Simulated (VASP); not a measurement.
Runs of VASP 6.6.1 on Al2Pt. The structure is that of space group Fm-3m (No. 225), or close to it. The cells are those of the table. 

```csv
task,level,potentials or basis,cell,k mesh,cutoff (eV),gap on the mesh (eV),pressure (GPa)
single point,r2SCAN,"VASP PAW PBE potentials, release 64 (Al, Pt)","a = 4.256 Å, angles 60.0°, 3 atoms",10 × 10 × 10,520,none,(a)
single point,r2SCAN,"VASP PAW PBE potentials, release 64 (Al, Pt)","a = 4.118 Å, angles 60.0°, 3 atoms",10 × 10 × 10,520,none,6.2
single point,r2SCAN,"VASP PAW PBE potentials, release 64 (Al, Pt)","a = 4.089 Å, angles 60.0°, 3 atoms",10 × 10 × 10,520,none,9.9
single point,r2SCAN,"VASP PAW PBE potentials, release 64 (Al, Pt)","a = 4.229 Å, angles 60.0°, 3 atoms",10 × 10 × 10,520,none,(b)
single point,PBEsol,"VASP PAW PBE potentials, release 64 (Al, Pt)","a = 4.169 Å, angles 60.0°, 3 atoms",9 × 9 × 9,520,none,0.0
relaxation of cell and atoms,PBE,"VASP PAW PBE potentials, release 64 (Al, Pt)","relaxed from a = 4.179 Å, angles 60.0°, 3 atoms",9 × 9 × 9,600,none,0.0
single point,LDA,"VASP PAW LDA potentials, release 64 (Al, Pt)","a = 4.138 Å, angles 60.0°, 3 atoms",9 × 9 × 9,520,none,0.4
single point,r2SCAN,"VASP PAW PBE potentials, release 64 (Al, Pt)","a = 4.146 Å, angles 60.0°, 3 atoms",10 × 10 × 10,520,none,2.9
```

Alike in all rows: no spin polarisation; smearing fermi-dirac 0.1 eV.

Question: Estimate the missing entries.

Answer: (a) -7.4; (b) -5.3.

Caveats: spin-orbit coupling is left out, which moves the levels of the heavy elements; the PAW data sets were made with another functional, which shifts forces and pressure a little (at least some runs); the cell stands under tension (at least some runs); the cell stands under pressure (at least some runs).

A k mesh can miss the band edges, and the runs leave out spin-orbit coupling on Pt.

A gap of «none» marks levels without a gap at the run's occupations.
